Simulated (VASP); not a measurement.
# Li7S (R3m) in VASP: notebook

Runs on Li7S. Level: PBE. Tasks: single point, relaxation of cell and atoms.

All numbers are computed with VASP 6.6.1; they aren't measurements. Logs are shortened: lines on timing, memory, paths and dates and some standing lists are left out, and cuts for length are marked.

### Step 1. The cell of the first run

Symmetry: R3m, No. 160, trigonal system. The conventional cell has a = 6.327 Å, b = 6.327 Å, c = 9.230 Å, α = 90.00°, β = 90.00°, γ = 120.00°. Li (site symmetry m) has 4 Li at 1.93 to 2.70 Å within 2.7 Å. Within 2.2 Å of Li (site symmetry m) lie 1 S at 1.62 Å and 2 Li at 2.05 Å. Li (site symmetry 3m) has 3 Li at 1.93 Å within 2.6 Å. S (site symmetry 3m) has 3 Li at 1.62 Å within 2.2 Å.

The cell was generated, and may not be a known phase.

### Step 2. Single point, PBE

File INCAR:

```
SYSTEM = Li7S
PREC = Accurate ; ENCUT = 520
EDIFF = 1E-7 ; ISMEAR = 0
SIGMA = 0.1 ; LREAL = .FALSE.
LASPH = .TRUE. ; NELM = 100
ALGO = Normal ; ISIF = 2
LWAVE = .FALSE. ; LCHARG = .FALSE.
GGA = PE ; NBANDS = 24
```

File KPOINTS:

```
regular mesh
0
G
  6 6 6
  0 0 0
```

File POSCAR:

```
Li7S
1.0
    3.1633547400      1.8263637100      3.0765317700
   -3.1633547400      1.8263637100      3.0765317700
    0.0000000000     -3.6527274200      3.0765317700
Li S
7 1
Direct
    0.8586739600      0.3423978500      0.8586739600
    0.8586739600      0.8586739600      0.3423978500
    0.3423978500      0.8586739600      0.8586739600
    0.5373672700      0.1149099700      0.5373672700
    0.5373672700      0.5373672700      0.1149099700
    0.1149099700      0.5373672700      0.5373672700
    0.1048100200      0.1048100200      0.1048100200
    0.4487205500      0.4487205500      0.4487205500
```

Potentials or basis: VASP PAW PBE potentials, release 64 (Li_sv, S).

Run with:

```sh
$ cat potpaw_PBE.64/Li_sv/POTCAR potpaw_PBE.64/S/POTCAR > POTCAR
$ mpirun -np 1 vasp_std > vasp.out
```

OUTCAR:

```text
SYSTEM = Li7S
   PREC = Accurate
   ENCUT = 520
   EDIFF = 1E-7
   ISMEAR = 0
   LREAL = .FALSE.
   LASPH = .TRUE.
   NELM = 100
   ISIF = 2
   GGA = PE

 ion  position               nearest neighbor table
   1  0.859  0.342  0.859-   7 1.93   6 2.05   5 2.05
   2  0.859  0.859  0.342-   7 1.93   6 2.05   4 2.05
   3  0.342  0.859  0.859-   7 1.93   4 2.05   5 2.05
   4  0.537  0.115  0.537-   8 1.62   3 2.05   2 2.05
   5  0.537  0.537  0.115-   8 1.62   3 2.05   1 2.05
   6  0.115  0.537  0.537-   8 1.62   1 2.05   2 2.05
   7  0.105  0.105  0.105-   2 1.93   1 1.93   3 1.93
   8  0.449  0.449  0.449-   5 1.62   4 1.62   6 1.62

  LATTYP: Found a trigonal (rhomboedric) cell.
 ALAT       =     4.7757162127
 COS(alpha) =     0.1224966861

  Lattice vectors:

 A1 = (   3.1633547400,   1.8263637100,   3.0765317700)
 A2 = (  -3.1633547400,   1.8263637100,   3.0765317700)
 A3 = (   0.0000000000,  -3.6527274200,   3.0765317700)

Analysis of symmetry for initial positions (statically):
=====================================================================
 Subroutine PRICEL returns:
 Original cell was already a primitive cell.

 Routine SETGRP: Setting up the symmetry group for a
 trigonal (rhombohedral) supercell.

 Subroutine GETGRP returns: Found  6 space group operations
 (whereof  6 operations were pure point group operations)
 out of a pool of 12 trial point group operations.

The static configuration has the point symmetry C_3v.

Analysis of symmetry for dynamics (positions and initial velocities):
=====================================================================
 Subroutine PRICEL returns:
 Original cell was already a primitive cell.

 Routine SETGRP: Setting up the symmetry group for a
 trigonal (rhombohedral) supercell.

 Subroutine GETGRP returns: Found  6 space group operations
 (whereof  6 operations were pure point group operations)
 out of a pool of 12 trial point group operations.

The dynamic configuration has the point symmetry C_3v.

 Subroutine INISYM returns: Found  6 space group operations
 (whereof  6 operations are pure point group operations),
 and found     1 'primitive' translations

----------------------------------------------------------------------------------------

                                     Primitive cell

  volume of cell :     106.6468

  direct lattice vectors                    reciprocal lattice vectors
     3.163354740  1.826363710  3.076531770     0.158060047  0.091256011  0.108347112
    -3.163354740  1.826363710  3.076531770    -0.158060047  0.091256011  0.108347112
     0.000000000 -3.652727420  3.076531770     0.000000000 -0.182512022  0.108347112

  length of vectors
     4.775716213  4.775716213  4.775716212     0.212249228  0.212249228  0.212249228

  position of ions in fractional coordinates (direct lattice)
     0.858673960  0.342397850  0.858673960
     0.858673960  0.858673960  0.342397850
     0.342397850  0.858673960  0.858673960
     0.537367270  0.114909970  0.537367270
     0.537367270  0.537367270  0.114909970
     0.114909970  0.537367270  0.537367270
     0.104810020  0.104810020  0.104810020
     0.448720550  0.448720550  0.448720550

  ion indices of the primitive-cell ions
   primitive index   ion index
                 1           1
                 2           2
                 3           3
                 4           4
                 5           5
                 6           6
                 7           7
                 8           8

----------------------------------------------------------------------------------------

 KPOINTS: regular mesh

Automatic generation of k-mesh.
 Grid dimensions read from file:
 generate k-points for:    6    6    6

 Generating k-lattice:

  Cartesian coordinates                     Fractional coordinates (reciprocal lattice)
     0.026343341  0.015209335  0.018057852     0.166666667 -0.000000000 -0.000000000
    -0.026343341  0.015209335  0.018057852    -0.000000000  0.166666667 -0.000000000
     0.000000000 -0.030418670  0.018057852    -0.000000000 -0.000000000  0.166666667

  Length of vectors
     0.035374871  0.035374871  0.035374871

  Shift w.r.t. Gamma in fractional coordinates (k-lattice)
     0.000000000  0.000000000  0.000000000

 Subroutine IBZKPT returns following result:
 ===========================================

 Found     32 irreducible k-points:

 Following reciprocal coordinates:
            Coordinates               Weight
  0.000000  0.000000  0.000000      1.000000
  0.166667  0.000000  0.000000      6.000000
  0.333333  0.000000  0.000000      6.000000
  0.500000  0.000000  0.000000      3.000000
  0.166667  0.166667  0.000000      6.000000
  0.333333  0.166667  0.000000     12.000000
[... 16 lines left out ...]
  0.500000  0.500000  0.166667      6.000000
 -0.333333  0.500000  0.166667     12.000000
 [... further k-points ...]
   k-points           NKPTS =     32   k-points in BZ     NKDIM =     32   number of bands    NBANDS=     24
   number of dos      NEDOS =    301   number of ions     NIONS =      8
   total plane-waves  NPLWV =  46656
   dimension x,y,z NGX =    36 NGY =   36 NGZ =   36
   dimension x,y,z NGXF=    72 NGYF=   72 NGZF=   72
   ions per type =               7   1
   NGX,Y,Z   is equivalent  to a cutoff of  12.53, 12.53, 12.53 a.u.
   NGXF,Y,Z  is equivalent  to a cutoff of  25.06, 25.06, 25.06 a.u.
 SYSTEM =  Li7S
   PREC   = accura    normal or accurate (medium, high low for compatibility)
   ISTART =      0    job   : 0-new  1-cont  2-samecut
   ICHARG =      2    charge: 1-file 2-atom 10-const
   ISPIN  =      1    spin polarized calculation?
   LNONCOLLINEAR =      F non collinear calculations
   LSORBIT =      F    spin-orbit coupling
   LASPH  =      T    aspherical Exc in radial PAW
   ENCUT  =  520.0 eV  38.22 Ry    6.18 a.u.   8.88  8.88  8.88*2*pi/ulx,y,z
   NELM   =    100;   NELMIN=  2; NELMDL= -5     # of ELM steps
   EDIFF  = 0.1E-06   stopping-criterion for ELM
   LREAL  =      F    real-space projection
   EDIFFG = 0.1E-05   stopping-criterion for IOM
   NSW    =      0    number of steps for IOM
   IBRION =     -1    ionic relax: 0-MD 1-quasi-New 2-CG
   NFREE  =      0    steps in history (QN), initial steepest desc. (CG)
   ISIF   =      2    stress and relaxation
   ISYM   =      2    0-nonsym 1-usesym 2-fastsym
   POTIM  = 0.5000    time-step for ionic-motion
   TEBEG  =    0.0;   TEEND  =   0.0 temperature during run
   PSTRESS=    0.0 pullay stress
   NELECT =      27.0000    total number of electrons
   NUPDOWN=      -1.0000    fix difference up-down
   EMIN   =  10.00;   EMAX   =-10.00  energy-range for DOS
   EFERMI =   0.00;   METHOD = LEGACY
   ISMEAR =     0;   SIGMA  =   0.10  broadening in eV -4-tet -1-fermi 0-gaus
   EFERMI_NEDOS =   21; number of points for ismear=-14 and -15
   IALGO  =     38    algorithm
   IMIX   =      4    mixing-type and parameters
     AMIX     =   0.40;   BMIX     =  1.00
     AMIX_MAG =   1.60;   BMIX_MAG =  1.00
  volume/ion in A,a.u.               =      13.33        89.96
  Fermi-wavevector in a.u.,A,eV,Ry     =   1.035651  1.957097 14.593245  1.072573
  Thomas-Fermi vector in A             =   2.170005
   LORBIT       =      0    0 simple, 1 ext, 2 COOP (PROOUT), +10 PAW based schemes
   GGA     = PE    functional components
   LHFCALC =     F    Hartree Fock is set to
   AEXX    =    0.0000 exact exchange contribution
   IVDW    =     0    specifies the selected vdW correction
   LEPSILON=     F    determine dielectric tensor
   LRPA    =     F    only Hartree local field effects (RPA)
 non-spin polarized calculation
 Gauss-broadening in eV      SIGMA  =   0.10
  energy-cutoff  :      520.00
  volume of cell :      106.65
 maximum number of plane-waves:      2901
   NGX = 17   NGY = 17   NGZ = 17

 number of electron      27.0000024 magnetization

 Free energy of the ion-electron system (eV)
  ---------------------------------------------------
  ext. energy  EPLUGINS =         0.00000000
  ---------------------------------------------------
  free energy    TOTEN  =        -6.96088899 eV

  energy without entropy =       -6.94720519  energy(sigma->0) =       -6.95404709

 E-fermi :   3.5819     XC(G=0):  -8.4227

 val. band max:        3.5125639920   @ k =  -0.3333   0.1667   0.1667
 cond. band min:       3.5929544623   @ k =   0.5000   0.3333   0.0000
 fundamental gap:      0.0803904703
 Fermi energy:         3.5819299544

 k-point     1 :       0.0000    0.0000    0.0000
  band No.  band energies     occupation
      1     -44.6966      2.00000
      2     -44.4130      2.00000
      3     -44.4130      2.00000
      4     -44.3271      2.00000
      5     -43.9033      2.00000
      6     -43.8951      2.00000
[... 16 lines left out ...]
     23       9.7309      0.00000
     24       9.7309      0.00000

 k-point     2 :       0.1667    0.0000    0.0000
  band No.  band energies     occupation
      1     -44.6949      2.00000
      2     -44.4208      2.00000
      3     -44.4130      2.00000
      4     -44.3200      2.00000
      5     -43.9157      2.00000
      6     -43.8950      2.00000
[... 16 lines left out ...]
     23       9.6122      0.00000
     24       9.9880      0.00000

 k-point     3 :       0.3333    0.0000    0.0000
  band No.  band energies     occupation
      1     -44.6914      2.00000
      2     -44.4343      2.00000
      3     -44.4131      2.00000
      4     -44.3082      2.00000
      5     -43.9279      2.00000
      6     -43.8949      2.00000
[... 16 lines left out ...]
     23       9.6510      0.00000
     24       9.6998      0.00000
[... 514 lines left out ...]
 k-point    23 :       0.5000    0.5000    0.1667
  band No.  band energies     occupation
      1     -44.6898      2.00000
      2     -44.4336      2.00000
      3     -44.4170      2.00000
      4     -44.3065      2.00000
      5     -43.9291      2.00000
      6     -43.8927      2.00000
[... 16 lines left out ...]
     23       9.7560      0.00000
     24      10.4470      0.00000

 k-point    24 :      -0.3333    0.5000    0.1667
  band No.  band energies     occupation
      1     -44.6886      2.00000
      2     -44.4389      2.00000
      3     -44.4167      2.00000
      4     -44.3018      2.00000
      5     -43.9337      2.00000
      6     -43.8927      2.00000
[... 16 lines left out ...]
     23       9.6510      0.00000
     24      10.0730      0.00000

 [... further k-points ...]

------------------------ aborting loop because EDIFF is reached ----------------------------------------

  FORCE on cell =-STRESS in cart. coord.  units (eV):
  Direction    XX          YY          ZZ          XY          YZ          ZX
  --------------------------------------------------------------------------------------
  -------------------------------------------------------------------------------------
  Total       34.1785814     34.1785814      1.2049451      0.0000000      0.0000000      0.0000000
  in kB      513.4720341    513.4720337     18.1021447      0.0000000      0.0000000      0.0000000
  external PRESSURE =     348.3487375 kB  Pullay stress =       0.0000000 kB

 VOLUME and BASIS-vectors are now :
 -----------------------------------------------------------------------------
  energy-cutoff  :      520.00
  volume of cell :      106.65
      direct lattice vectors                 reciprocal lattice vectors
     3.163354740  1.826363710  3.076531770     0.158060047  0.091256011  0.108347112
    -3.163354740  1.826363710  3.076531770    -0.158060047  0.091256011  0.108347112
     0.000000000 -3.652727420  3.076531770     0.000000000 -0.182512022  0.108347112

 POSITION                                       TOTAL-FORCE (eV/Angst)
 -----------------------------------------------------------------------------------
      1.63316     -0.94291      6.33687        -0.615063      0.355107     -1.571340
      0.00000      1.88582      6.33687         0.000000     -0.710213     -1.571340
     -1.63316     -0.94291      6.33687         0.615063      0.355107     -1.571340
      1.33638     -0.77156      3.65998         7.065749     -4.079412     -2.823713
      0.00000      1.54312      3.65998         0.000000      8.158824     -2.823713
     -1.33638     -0.77156      3.65998        -7.065749     -4.079412     -2.823713
      0.00000      0.00000      0.96735         0.000000      0.000000      2.367224
      0.00000      0.00000      4.14151         0.000000      0.000000     10.817935
 -----------------------------------------------------------------------------------
    total drift:                                0.000000      0.000001     -0.004474

  FREE ENERGIE OF THE ION-ELECTRON SYSTEM (eV)
  ---------------------------------------------------
  free  energy   TOTEN  =        -6.9608889897 eV

  energy  without entropy=       -6.9472051919  energy(sigma->0) =       -6.95404709
```

It took 34 s on 1 thread of Intel Xeon 6975P-C (Granite Rapids), shared host; peak memory 0.22 GiB.

What came out:

| Item | Value |
| --- | --- |
| Free energy | -6.9609 eV |
| Largest force | 10.818 eV/Å |
| Band gap on the k mesh | zero (an odd number of electrons rules out a gap without spin polarisation) |

Forces on the atoms (eV/Å):
```
Li  -0.615  0.355 -1.571
Li   0.000 -0.710 -1.571
Li   0.615  0.355 -1.571
Li   7.066 -4.079 -2.824
Li   0.000  8.159 -2.824
Li  -7.066 -4.079 -2.824
Li   0.000  0.000  2.367
S    0.000  0.000 10.818
```

Levels at points of the mesh, in eV from the Fermi level:
```csv
k point,band 12,band 13,band 14,band 15,band 16,band 17
"(0.00, 0.00, 0.00)",-3.25,0.68,0.68,1.01,1.37,1.37
"(0.50, 0.00, 0.00)",-1.90,-1.41,0.25,0.89,1.45,2.35
"(0.50, 0.50, 0.00)",-2.41,-0.17,-0.11,0.18,1.57,1.98
"(0.50, 0.50, 0.50)",-1.84,-0.69,-0.69,-0.10,1.46,1.46
```

Caveat: the cutoff is under 1.25 times the usual one of these potentials, so pressure, stress and relaxed cells hold a basis-set (Pulay) error; atoms lie so close that the PAW spheres overlap strongly, which falsifies energies and pressures; forces of over 1 eV/Å act on the atoms, so gaps and moduli don't describe the material at rest.

(Continued in part 2 of 3.)

The gap in the log of VASP goes by the Fermi energy; the results here count the filled bands.